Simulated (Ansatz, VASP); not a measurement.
## Two plane-wave programs on SiO2

```
CELL_PARAMETERS angstrom
4.16778 0.00000 0.00000
0.00000 4.16778 0.00000
0.00000 0.00000 2.77943
ATOMIC_POSITIONS crystal
Si 0.50000 0.50000 0.50000
Si 0.00000 0.00000 0.00000
O 0.69302 0.69302 0.00000
O 0.19302 0.80698 0.50000
O 0.30698 0.30698 0.00000
O 0.80698 0.19302 0.50000
```

Alike in both runs: task single point; functional PBE; k mesh 6 × 6 × 10; occupations gaussian, width 0.05 eV; no spin polarisation.

```csv
,VASP,Ansatz
version,VASP 6.6.1,Ansatz 0.2.0
potentials or method,"VASP PAW PBE potentials, release 64 (Si, O), cutoff 520 eV","scalar-relativistic, plane waves, PAW"
valence electrons in the cell,32,32
```

|  | VASP | Ansatz | Ansatz less VASP |
| --- | --- | --- | --- |
| gap on the k mesh at the Fermi level (eV) | 4.82 | 4.83 | +0.014 |
| least direct gap on the mesh (eV) | 4.82 | 4.83 | +0.014 |
| pressure (GPa) | -1.8 | -1.9 | -0.10 |
| traceless stress, the component that is largest in VASP (GPa) | -13.12 | -13.42 | -0.299 |
| rms of the force components (eV/Å) | 0.163 | 0.160 | -0.0033 |

Atom by atom the forces differ by 0.003 eV/Å (rms over components).
